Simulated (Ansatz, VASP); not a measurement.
# One calculation of WS2, two programs

The input INCAR:

```
ALGO     = Normal         # electronic algorithm
EDIFF    = 1E-7           # SCF threshold, eV
EDIFFG   = -0.005         # ionic threshold
ENCUT    = 600            # plane-wave cutoff, eV
GGA      = CA             # functional
IBRION   = 2              # ionic algorithm
ISIF     = 3              # what is computed and relaxed
ISMEAR   = 0              # smearing method
LASPH    = T              # aspherical terms in the spheres
LCHARG   = F              # write CHGCAR
LREAL    = F              # projectors in reciprocal space
LWAVE    = F              # write WAVECAR
NELM     = 100            # most SCF steps
NSW      = 100            # ionic steps
PREC     = Accurate       # precision mode
SIGMA    = 0.02           # smearing width, eV
```

KPOINTS

```
k-points
0
Gamma
  12 12 4
```

The input POSCAR:

```
WS2
1.0
    3.1271618394      0.0000000000      0.0000000000
   -1.5635809197      2.7082015947      0.0000000000
    0.0000000000      0.0000000000     12.1740408593
W S
2 4
Direct
    0.3333333333      0.6666666667      0.2500000000
    0.6666666667      0.3333333333      0.7500000000
    0.3333333333      0.6666666667      0.6216625169
    0.6666666667      0.3333333333      0.1216625169
    0.3333333333      0.6666666667      0.8783374831
    0.6666666667      0.3333333333      0.3783374831
```

Input for Ansatz:

```yaml
crystal:
  lattice:
    - [3.1271618394, 0.0, 0.0]
    - [-1.5635809197, 2.7082015947, 0.0]
    - [0.0, 0.0, 12.1740408593]
  atoms:
    - { symbol: W, position: [0.3333333333, 0.6666666667, 0.25] }
    - { symbol: W, position: [0.6666666667, 0.3333333333, 0.75] }
    - { symbol: S, position: [0.3333333333, 0.6666666667, 0.6216625169] }
    - { symbol: S, position: [0.6666666667, 0.3333333333, 0.1216625169] }
    - { symbol: S, position: [0.3333333333, 0.6666666667, 0.8783374831] }
    - { symbol: S, position: [0.6666666667, 0.3333333333, 0.3783374831] }
basis:
  ecutwfc: 420
kpoints:
  mp_grid: { grid: [12, 12, 4] }
hamiltonian:
  xc: lda
  pseudopotentials: { kind: paw, azcp: { folder: soft_1 } }
scf:
  occupations: { method: gaussian, width: 0.02 }
output:
  forces: true
  stress: true
  eigenvalues: true
  write_density: true
  write_potential: true
  elf: true
  volumetric_format: npy
relax:
  adjacent_minimum: "off"
  f_tol: 0.005
  max_steps: 80
  cell: { stress_tol: 0.05 }
```

Alike in both runs: task relaxation of cell and atoms; functional LDA; k mesh 12 × 12 × 4; occupations gaussian, width 0.02 eV; no spin polarisation.

```csv
,VASP,Ansatz
version,VASP 6.6.1,Ansatz 0.2.0
potentials or method,"VASP PAW LDA potentials, release 64 (W_sv, S), cutoff 600 eV","scalar-relativistic, plane waves, PAW"
valence electrons in the cell,52,52
```

|  | VASP | Ansatz | Ansatz less VASP |
| --- | --- | --- | --- |
| gap on the k mesh at the Fermi level, each at its own relaxed structure (eV) | 0.86 | 0.84 | -0.019 |
| relaxed volume (Å³/atom) | 17.21 | 17.15 | -0.068 |
| relaxed length of the cell vector where the two differ most in proportion (Å) | 12.176 | 12.152 | -0.0235 |

Ansatz warns that its potentials were made for another functional, while VASP's fit it. LDA's correlation is that of Perdew and Zunger in VASP and of Perdew and Wang (1992) in Ansatz.

Spin-orbit coupling is off throughout.
